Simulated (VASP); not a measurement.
Set up this calculation in VASP 6.6.1, as the native input.

- Task: electric field gradients
- Functional: r2SCAN
- Potentials or basis: VASP PAW PBE potentials, release 64 (Al)
- Cutoff: 520 eV
- k mesh: 18 × 18 × 18
- Occupations: fermi-dirac, width 0.08 eV
- Spin: no spin polarisation
- Dipole correction: no
- Further INCAR settings: ALGO = Normal; EDIFF = 1e-08; NBANDS = 8

Crystal: Al.

```
Al
1.0
    -1.59122    1.59122    1.59122
     1.59122   -1.59122    1.59122
     1.59122    1.59122   -1.59122
Al
1
Cartesian
  0.0000 0.0000 0.0000
```

These files were run (other wordings do the same):

POSCAR

```
Al
1.0
   -1.5912186900      1.5912186900      1.5912186900
    1.5912186900     -1.5912186900      1.5912186900
    1.5912186900      1.5912186900     -1.5912186900
Al
1
Direct
    0.0000000000      0.0000000000      0.0000000000
```

INCAR.step1

```
PREC = Accurate ; ENCUT = 520
ISMEAR = -1 ; SIGMA = 0.08
LREAL = False ; LASPH = True
NELM = 60 ; NBANDS = 8
GGA = PE ; ALGO = Normal
EDIFF = 1E-4 ; LWAVE = True
LCHARG = False
```

INCAR.step2

```
PREC = Accurate ; ENCUT = 520
EDIFF = 1E-8 ; ISMEAR = -1
SIGMA = 0.08 ; LREAL = False
LASPH = True ; NELM = 60
ALGO = Normal ; ISIF = 2
LWAVE = False ; LCHARG = False
METAGGA = R2SCAN ; LMIXTAU = True
LEFG = True ; NBANDS = 8
ISTART = 1
```

KPOINTS

```
Automatic mesh
0
Gamma
  18 18 18
```

Potentials or basis: VASP PAW PBE potentials, release 64 (Al).

Launch:

```sh
$ cat potpaw_PBE.64/Al/POTCAR > POTCAR
$ cp INCAR.step1 INCAR
$ mpirun -np 1 vasp_std > vasp.out
$ cp INCAR.step2 INCAR
$ mpirun -np 1 vasp_std > vasp.out
```

It gave:

```
Pressure : 0.2 GPa
```

Caveat: without QUAD_EFG the Cq values of the log hold for a quadrupole moment of 1 mb, not for the nuclei; the PAW data sets were made with another functional, which shifts forces and pressure a little.

Run time: 64 s on 1 thread of Intel Xeon 6975P-C, on a shared host, peak memory 0.14 GiB.
